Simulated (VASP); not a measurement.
# RhN (P-6m2) in VASP: single point with PBEsol+U

Aim: the single point of RhN with PBEsol+U.

Everything below comes from runs of VASP 6.6.1. Logs are shortened: lines on timing, memory, paths and dates and some standing lists are left out, and cuts for length are marked.

## 1. The cell of the first run

It takes space group P-6m2 (No. 187, hexagonal). Conventional cell: a = 2.963 Å, b = 2.963 Å, c = 2.892 Å, α = 90.00°, β = 90.00°, γ = 120.00°. Within 3.0 Å of Rh (site symmetry -6m2) lie 6 N at 2.24 Å and 8 Rh at 2.89 to 2.96 Å. N (site symmetry -6m2) has 6 Rh at 2.24 Å and 8 N at 2.89 to 2.96 Å within 3.0 Å.

## 2. Single point, PBEsol+U, collinear spin, ferrimagnetic start

INCAR

```
SYSTEM = RhN
ALGO = Normal
EDIFF = 1E-6
ENCUT = 520
GGA = PS
ISIF = 2
ISMEAR = 0
ISPIN = 2
LASPH = .True.
LCHARG = .False.
LDAU = .True.
LDAUJ = 0 0
LDAUL = 2 -1
LDAUPRINT = 1
LDAUTYPE = 2
LDAUU = 7 0
LMAXMIX = 4
LORBIT = 11
LREAL = .False.
LWAVE = .False.
MAGMOM = 0.6 -0.3 0 0
NBANDS = 32
NELM = 150
PREC = Accurate
SIGMA = 0.05
```

KPOINTS

```
k-points
0
Gamma
  7 7 4
  0 0 0
```

POSCAR

```
RhN
1.0
    2.9628278700      0.0000000000      0.0000000000
   -1.4814139400      2.5658842000      0.0000000000
    0.0000000000      0.0000000000      5.7831464200
Rh N
2 2
Direct
    0.0000000000      0.0000000000      0.0000000000
    0.0000000000      0.0000000000      0.5000000000
    0.6666666667      0.3333333333      0.2500000000
    0.6666666667      0.3333333333      0.7500000000
```

Potentials or basis: VASP PAW PBE potentials, release 64 (Rh_pv, N).

Run with:

```sh
cat potpaw_PBE.64/Rh_pv/POTCAR potpaw_PBE.64/N/POTCAR > POTCAR
mpirun -np 1 vasp_std > vasp.out
```

OUTCAR:

```text
SYSTEM = RhN
   EDIFF = 1E-6
   ENCUT = 520
   GGA = PS
   ISIF = 2
   ISMEAR = 0
   ISPIN = 2
   LASPH = .True.
   LORBIT = 11
   LREAL = .False.
   NELM = 150
   PREC = Accurate

 ion  position               nearest neighbor table
   1  0.000  0.000  0.000-   3 2.24   4 2.24   3 2.24   4 2.24   3 2.24   4 2.24   2 2.89   2 2.89

   2  0.000  0.000  0.500-   3 2.24   4 2.24   3 2.24   4 2.24   3 2.24   4 2.24   1 2.89   1 2.89

   3  0.667  0.333  0.250-   1 2.24   2 2.24   1 2.24   2 2.24   1 2.24   2 2.24
   4  0.667  0.333  0.750-   1 2.24   2 2.24   1 2.24   2 2.24   1 2.24   2 2.24

  LATTYP: Found a hexagonal cell.
 ALAT       =     2.9628278700
 C/A-ratio  =     1.9519009115

  Lattice vectors:

 A1 = (   2.9628278700,   0.0000000000,   0.0000000000)
 A2 = (  -1.4814139400,   2.5658842000,   0.0000000000)
 A3 = (   0.0000000000,   0.0000000000,   5.7831464200)

Analysis of symmetry for initial positions (statically):
=====================================================================
 Subroutine PRICEL returns following result:

  LATTYP: Found a hexagonal cell.
 ALAT       =     2.9628278700
 C/A-ratio  =     0.9759504557

  Lattice vectors:

 A1 = (   2.9628278700,   0.0000000000,   0.0000000000)
 A2 = (  -1.4814139400,   2.5658842000,   0.0000000000)
 A3 = (   0.0000000000,   0.0000000000,   2.8915732100)

   2 primitive cells build up your supercell.

 Routine SETGRP: Setting up the symmetry group for a
 hexagonal supercell.

 Subroutine GETGRP returns: Found 12 space group operations
 (whereof 12 operations were pure point group operations)
 out of a pool of 24 trial point group operations.

The static configuration has the point symmetry D_3h.

Analysis of symmetry for dynamics (positions and initial velocities):
=====================================================================
 Subroutine PRICEL returns following result:

  LATTYP: Found a hexagonal cell.
 ALAT       =     2.9628278700
 C/A-ratio  =     0.9759504557

  Lattice vectors:

 A1 = (   2.9628278700,   0.0000000000,   0.0000000000)
 A2 = (  -1.4814139400,   2.5658842000,   0.0000000000)
 A3 = (   0.0000000000,   0.0000000000,   2.8915732100)

   2 primitive cells build up your supercell.

 Routine SETGRP: Setting up the symmetry group for a
 hexagonal supercell.

 Subroutine GETGRP returns: Found 12 space group operations
 (whereof 12 operations were pure point group operations)
 out of a pool of 24 trial point group operations.

The dynamic configuration has the point symmetry D_3h.

Analysis of structural, dynamic, and magnetic symmetry:
=====================================================================
 Subroutine PRICEL returns:
 Original cell was already a primitive cell.

 Routine SETGRP: Setting up the symmetry group for a
 hexagonal supercell.

 Subroutine GETGRP returns: Found 12 space group operations
 (whereof 12 operations were pure point group operations)
 out of a pool of 24 trial point group operations.

The overall configuration has the point symmetry D_3h.

 Subroutine INISYM returns: Found 12 space group operations
[... 166 lines left out ...]

  o =  0.3580  v =  0.0000  0.0000  0.0000  0.0000  0.0000 -0.0000 -0.8490  0.0000 -0.5284  0.0000      0.0000  0.0000  0.0000  0.0000  0.0000  0.0000  0.0000  0.0000  0.0000  0.0000
  o =  0.3580  v =  0.0000  0.0000  0.0000  0.0000  0.0000 -0.0000  0.5284 -0.0000 -0.8490 -0.0000      0.0000  0.0000  0.0000  0.0000  0.0000  0.0000  0.0000  0.0000  0.0000  0.0000
  o =  0.4859  v =  0.0000  0.0000  0.0000  0.0000  0.0000 -0.0590  0.0000  0.0000 -0.0000  0.9983      0.0000  0.0000  0.0000  0.0000  0.0000  0.0000  0.0000  0.0000  0.0000  0.0000
  o =  0.4859  v =  0.0000  0.0000  0.0000  0.0000  0.0000 -0.9983 -0.0000  0.0000  0.0000 -0.0590      0.0000  0.0000  0.0000  0.0000  0.0000  0.0000  0.0000  0.0000  0.0000  0.0000
  o =  0.8704  v =  0.0000  0.0000  0.0000  0.0000  0.0000 -0.0000 -0.0000 -1.0000 -0.0000  0.0000      0.0000  0.0000  0.0000  0.0000  0.0000  0.0000  0.0000  0.0000  0.0000  0.0000
  o =  0.8936  v =  0.0000  0.8490 -0.0000  0.5284  0.0000  0.0000  0.0000  0.0000  0.0000  0.0000      0.0000  0.0000  0.0000  0.0000  0.0000  0.0000  0.0000  0.0000  0.0000  0.0000
  o =  0.8936  v =  0.0000  0.5284 -0.0000 -0.8490 -0.0000  0.0000  0.0000  0.0000  0.0000  0.0000      0.0000  0.0000  0.0000  0.0000  0.0000  0.0000  0.0000  0.0000  0.0000  0.0000
  o =  0.9342  v = -0.0246 -0.0000  0.0000 -0.0000  0.9997  0.0000  0.0000  0.0000  0.0000  0.0000      0.0000  0.0000  0.0000  0.0000  0.0000  0.0000  0.0000  0.0000  0.0000  0.0000
  o =  0.9342  v =  0.9997 -0.0000 -0.0000  0.0000  0.0246  0.0000  0.0000  0.0000  0.0000  0.0000      0.0000  0.0000  0.0000  0.0000  0.0000  0.0000  0.0000  0.0000  0.0000  0.0000
  o =  0.9488  v = -0.0000 -0.0000 -1.0000  0.0000  0.0000  0.0000  0.0000  0.0000  0.0000  0.0000      0.0000  0.0000  0.0000  0.0000  0.0000  0.0000  0.0000  0.0000  0.0000  0.0000

atom =   2  type =  1  l = 2

 onsite density matrix

spin component  1

  0.4857  0.0000  0.0000  0.0000  0.0000
  0.0000  0.3582  0.0000 -0.0000 -0.0000
  0.0000  0.0000  0.8703 -0.0000 -0.0000
  0.0000 -0.0000 -0.0000  0.3582 -0.0000
  0.0000 -0.0000 -0.0000 -0.0000  0.4857

spin component  2

  0.9341 -0.0000  0.0000 -0.0000 -0.0000
 -0.0000  0.8936 -0.0000 -0.0000  0.0000
  0.0000 -0.0000  0.9488  0.0000 -0.0000
 -0.0000 -0.0000  0.0000  0.8936  0.0000
 -0.0000  0.0000 -0.0000  0.0000  0.9341

 occupancies and eigenvectors

  o =  0.3582  v =  0.0000 -0.8490 -0.0000 -0.5284  0.0000  0.0000  0.0000  0.0000  0.0000  0.0000      0.0000  0.0000  0.0000  0.0000  0.0000  0.0000  0.0000  0.0000  0.0000  0.0000
  o =  0.3582  v = -0.0000 -0.5284 -0.0000  0.8490  0.0000  0.0000  0.0000  0.0000  0.0000  0.0000      0.0000  0.0000  0.0000  0.0000  0.0000  0.0000  0.0000  0.0000  0.0000  0.0000
  o =  0.4857  v = -0.0788  0.0000  0.0000 -0.0000  0.9969  0.0000  0.0000  0.0000  0.0000  0.0000      0.0000  0.0000  0.0000  0.0000  0.0000  0.0000  0.0000  0.0000  0.0000  0.0000
  o =  0.4857  v = -0.9969 -0.0000  0.0000 -0.0000 -0.0788  0.0000  0.0000  0.0000  0.0000  0.0000      0.0000  0.0000  0.0000  0.0000  0.0000  0.0000  0.0000  0.0000  0.0000  0.0000
  o =  0.8703  v = -0.0000  0.0000 -1.0000  0.0000  0.0000  0.0000  0.0000  0.0000  0.0000  0.0000      0.0000  0.0000  0.0000  0.0000  0.0000  0.0000  0.0000  0.0000  0.0000  0.0000
  o =  0.8936  v =  0.0000  0.0000  0.0000  0.0000  0.0000 -0.0000 -0.8490 -0.0000 -0.5284  0.0000      0.0000  0.0000  0.0000  0.0000  0.0000  0.0000  0.0000  0.0000  0.0000  0.0000
  o =  0.8936  v =  0.0000  0.0000  0.0000  0.0000  0.0000 -0.0000  0.5284  0.0000 -0.8490 -0.0000      0.0000  0.0000  0.0000  0.0000  0.0000  0.0000  0.0000  0.0000  0.0000  0.0000
  o =  0.9341  v =  0.0000  0.0000  0.0000  0.0000  0.0000  0.8863 -0.0000 -0.0000 -0.0000 -0.4632      0.0000  0.0000  0.0000  0.0000  0.0000  0.0000  0.0000  0.0000  0.0000  0.0000
  o =  0.9341  v =  0.0000  0.0000  0.0000  0.0000  0.0000  0.4632  0.0000 -0.0000  0.0000  0.8863      0.0000  0.0000  0.0000  0.0000  0.0000  0.0000  0.0000  0.0000  0.0000  0.0000
  o =  0.9488  v =  0.0000  0.0000  0.0000  0.0000  0.0000 -0.0000  0.0000 -1.0000 -0.0000  0.0000      0.0000  0.0000  0.0000  0.0000  0.0000  0.0000  0.0000  0.0000  0.0000  0.0000

 number of electron      39.9999994 magnetization      -0.0004141

 Free energy of the ion-electron system (eV)
  ---------------------------------------------------
  ext. energy  EPLUGINS =         0.00000000
  ---------------------------------------------------
  free energy    TOTEN  =       -17.08207527 eV

  energy without entropy =      -17.07989603  energy(sigma->0) =      -17.08098565

 E-fermi :   8.8390     XC(G=0): -13.3012

 val. band max:        8.8283914620   @ k =   0.4286   0.1429   0.5000
 cond. band min:       8.8661382891   @ k =   0.4286  -0.0000   0.0000
 fundamental gap:      0.0377468271
 Fermi energy:         8.8390051803

 spin component 1

 k-point     1 :       0.0000    0.0000    0.0000
  band No.  band energies     occupation
      1     -38.2249      1.00000
      2     -38.2249      1.00000
      3     -37.9935      1.00000
      4     -36.5741      1.00000
      5     -36.5741      1.00000
      6     -36.5267      1.00000
[... 829 lines left out ...]
     31      23.9092      0.00000
     32      24.2515      0.00000
 Fermi energy:         8.8390051803

 spin component 2

 k-point     1 :       0.0000    0.0000    0.0000
  band No.  band energies     occupation
      1     -38.2255      1.00000
      2     -38.2255      1.00000
      3     -37.9934      1.00000
      4     -36.5738      1.00000
      5     -36.5738      1.00000
      6     -36.5268      1.00000
[... 829 lines left out ...]
     31      23.9090      0.00000
     32      24.2515      0.00000

------------------------ aborting loop because EDIFF is reached ----------------------------------------

  FORCE on cell =-STRESS in cart. coord.  units (eV):
  Direction    XX          YY          ZZ          XY          YZ          ZX
  --------------------------------------------------------------------------------------
  -------------------------------------------------------------------------------------
  Total       -2.5950274     -2.5950274     -4.9685267      0.0000000     -0.0000000      0.0000000
  in kB      -94.5681452    -94.5681450   -181.0633480      0.0000002     -0.0000000      0.0000000
  external PRESSURE =    -123.3998794 kB  Pullay stress =       0.0000000 kB

 VOLUME and BASIS-vectors are now :
 -----------------------------------------------------------------------------
  energy-cutoff  :      520.00
  volume of cell :       43.97
      direct lattice vectors                 reciprocal lattice vectors
     2.962827870  0.000000000  0.000000000     0.337515389  0.194864601  0.000000000
    -1.481413940  2.565884200  0.000000000     0.000000000  0.389729201  0.000000000
     0.000000000  0.000000000  5.783146420     0.000000000  0.000000000  0.172916251

 POSITION                                       TOTAL-FORCE (eV/Angst)
 -----------------------------------------------------------------------------------
      0.00000      0.00000      0.00000        -0.000000      0.000000      0.000000
      0.00000      0.00000      2.89157         0.000000     -0.000000      0.000000
      1.48141      0.85529      1.44579         0.000000     -0.000000      0.000228
      1.48141      0.85529      4.33736         0.000000     -0.000000     -0.000228
 -----------------------------------------------------------------------------------
    total drift:                               -0.000000      0.000000      0.000000

  FREE ENERGIE OF THE ION-ELECTRON SYSTEM (eV)
  ---------------------------------------------------
  free  energy   TOTEN  =       -17.0820752655 eV

  energy  without entropy=      -17.0798960287  energy(sigma->0) =      -17.08098565

 total charge

# of ion       s       p       d       tot
------------------------------------------
    1        0.291   6.250   7.113  13.655
    2        0.291   6.250   7.113  13.655
    3        1.277   2.244   0.000   3.521
    4        1.277   2.244   0.000   3.521
--------------------------------------------------
tot          3.136  16.990  14.226  34.352

 magnetization (x)

# of ion       s       p       d       tot
------------------------------------------
    1       -0.003   0.000   2.041   2.038
    2        0.003  -0.000  -2.041  -2.039
    3       -0.000  -0.000   0.000  -0.000
    4       -0.000  -0.000   0.000  -0.000
--------------------------------------------------
tot         -0.000  -0.000  -0.000  -0.000
```

It took 2.4 min on 1 thread of Intel Xeon 8259CL, shared host; peak memory 0.22 GiB.

Results:

```
Free energy                                           : -17.0821 eV
Pressure                                              : -12.3 GPa
Band gap on the k mesh                                : zero (filled and empty bands overlap)
Net moment                                            : 0.00 μB per cell
Site moments                                          : Rh +2.04, -2.04; N -0.00 μB
Valence electrons inside the program's atomic spheres : Rh 13.65; N 3.52
```

Stress tensor (GPa, compression positive):
```
 -9.46   0.00   0.00
  0.00  -9.46   0.00
  0.00   0.00 -18.11
```

Eigenvalues of the final occupation matrices:
| site | spin | trace | eigenvalues |
| --- | --- | --- | --- |
| site 1 d | 1 | 4.60 | 0.89 0.89 0.93 0.93 0.95 |
| site 1 d | 2 | 2.56 | 0.36 0.36 0.49 0.49 0.87 |
| site 2 d | 1 | 2.56 | 0.36 0.36 0.49 0.49 0.87 |
| site 2 d | 2 | 4.60 | 0.89 0.89 0.93 0.93 0.95 |

Caveat: the cell stands under tension; the PAW data sets were made with another functional, which shifts forces and pressure a little.
